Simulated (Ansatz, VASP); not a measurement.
# One calculation of Al, two programs

File INCAR:

```
PREC = Accurate
ENCUT = 520
EDIFF = 1E-7
ISMEAR = 0
SIGMA = 0.15
LREAL = False
LASPH = True
NELM = 80
ALGO = Fast
ISIF = 2
LWAVE = False
LCHARG = False
GGA = PS
NBANDS = 22
```

KPOINTS

```
Automatic mesh
0
Gamma
  10 10 10
```

The input POSCAR:

```
Al
1.0
    3.2126361663      3.2126361663      3.2126361663
   -3.2126361663     -3.2126361663      3.2126361663
    3.2126361663     -3.2126361663     -3.2126361663
Al
8
Direct
   -0.1092560694      0.5364186898      0.4271626204
    0.0000000000      0.0000000000      0.5000000000
    0.0000000000      0.5000000000      0.0000000000
    0.0000000000      0.0000000000      0.0000000000
    0.5000000000      0.5000000000      0.5000000000
    0.5000000000      0.0000000000      0.5000000000
    0.5000000000      0.5000000000      0.0000000000
    0.5000000000      0.0000000000      0.0000000000
```

Input for Ansatz:

```yaml
crystal:
  lattice:
    - [3.2126361663, 3.2126361663, 3.2126361663]
    - [-3.2126361663, -3.2126361663, 3.2126361663]
    - [3.2126361663, -3.2126361663, -3.2126361663]
  atoms:
    - { symbol: Al, position: [-0.1092560694, 0.5364186898, 0.4271626204] }
    - { symbol: Al, position: [0.0, 0.0, 0.5] }
    - { symbol: Al, position: [0.0, 0.5, 0.0] }
    - { symbol: Al, position: [0.0, 0.0, 0.0] }
    - { symbol: Al, position: [0.5, 0.5, 0.5] }
    - { symbol: Al, position: [0.5, 0.0, 0.5] }
    - { symbol: Al, position: [0.5, 0.5, 0.0] }
    - { symbol: Al, position: [0.5, 0.0, 0.0] }
basis:
  ecutwfc: 420
kpoints:
  mp_grid: { grid: [10, 10, 10] }
hamiltonian:
  xc: pbesol
  pseudopotentials: { kind: paw, azcp: { folder: soft_1 } }
scf:
  occupations: { method: gaussian, width: 0.15 }
output:
  forces: true
  stress: true
  eigenvalues: true
```

Alike in both runs: task single point; functional PBEsol; k mesh 10 × 10 × 10; occupations gaussian, width 0.15 eV; no spin polarisation.

```csv
,VASP,Ansatz
version,VASP 6.6.1,Ansatz 0.2.0
potentials or method,"VASP PAW PBE potentials, release 64 (Al), cutoff 520 eV","scalar-relativistic, plane waves, PAW"
valence electrons in the cell,24,24
```

```tsv
	VASP	Ansatz	Ansatz less VASP
gap on the k mesh at the Fermi level (eV)	none	none	-
pressure (GPa)	5.1	5.0	-0.10
traceless stress, the component that is largest in VASP (GPa)	2.50	2.49	-0.010
rms of the force components (eV/Å)	1.250	1.243	-0.0068
```

VASP's potentials were made for PBE, not for PBEsol, and Ansatz warns of the same on its side. Atom by atom the forces differ by 0.007 eV/Å (rms over components). A gap of «none» marks a metal or a gap that the smearing closes.
